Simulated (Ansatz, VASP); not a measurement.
## One calculation of NaF, two programs

INCAR

```
SYSTEM = NaF
  PREC = Accurate
  ENCUT = 520
  EDIFF = 1E-6
  ISMEAR = 0
  SIGMA = 0.05
  LREAL = .FALSE.
  LASPH = .TRUE.
  NELM = 80
  ALGO = Normal
  ISIF = 2
  LWAVE = .FALSE.
  LCHARG = .FALSE.
  NBANDS = 14
```

Contents of KPOINTS:

```
regular mesh
0
G
  8 8 8
  0 0 0
```

The input POSCAR:

```
NaF
1.0
    0.0000000000      2.4394650000      2.3233000000
    2.4394650000      0.0000000000      2.3233000000
    2.4394650000      2.4394650000      0.0000000000
Na F
1 1
Direct
    0.0000000000      0.0000000000      0.0000000000
    0.5000000000      0.5000000000      0.5000000000
```

Input for Ansatz:

```yaml
crystal:
  lattice:
    - [0.0, 2.439465, 2.3233]
    - [2.439465, 0.0, 2.3233]
    - [2.439465, 2.439465, 0.0]
  atoms:
    - { symbol: Na, position: [0.0, 0.0, 0.0] }
    - { symbol: F, position: [0.5, 0.5, 0.5] }
basis:
  ecutwfc: 420
kpoints:
  mp_grid: { grid: [8, 8, 8] }
hamiltonian:
  xc: lda
scf:
  occupations: { method: gaussian, width: 0.05 }
output:
  forces: true
  stress: true
  eigenvalues: true
```

Change from the starting cell: strain +0.050 along x and y, +0.000 along z, atoms carried along.

Alike in both runs: task single point; functional LDA; k mesh 8 × 8 × 8; occupations gaussian, width 0.05 eV; no spin polarisation.

|  | VASP | Ansatz |
| --- | --- | --- |
| version | VASP 6.6.1 | Ansatz 0.2.0 |
| potentials or method | VASP PAW LDA potentials, release 64 (Na_pv, F), cutoff 520 eV | scalar-relativistic, plane waves, PAW |
| valence electrons in the cell | 14 | 16 |

|  | VASP | Ansatz | Ansatz less VASP |
| --- | --- | --- | --- |
| gap on the k mesh at the Fermi level (eV) | 5.43 | 5.45 | +0.019 |
| least direct gap on the mesh (eV) | 5.43 | 5.45 | +0.019 |
| pressure (GPa) | -7.4 | -7.3 | +0.12 |
| traceless stress, the component that is largest in VASP (GPa) | 1.15 | 1.10 | -0.048 |

LDA's correlation is that of Perdew and Zunger in VASP and of Perdew and Wang (1992) in Ansatz. VASP's potentials hold 14 valence electrons a cell and Ansatz's 16, so a difference there can come from the potentials and not from the codes.
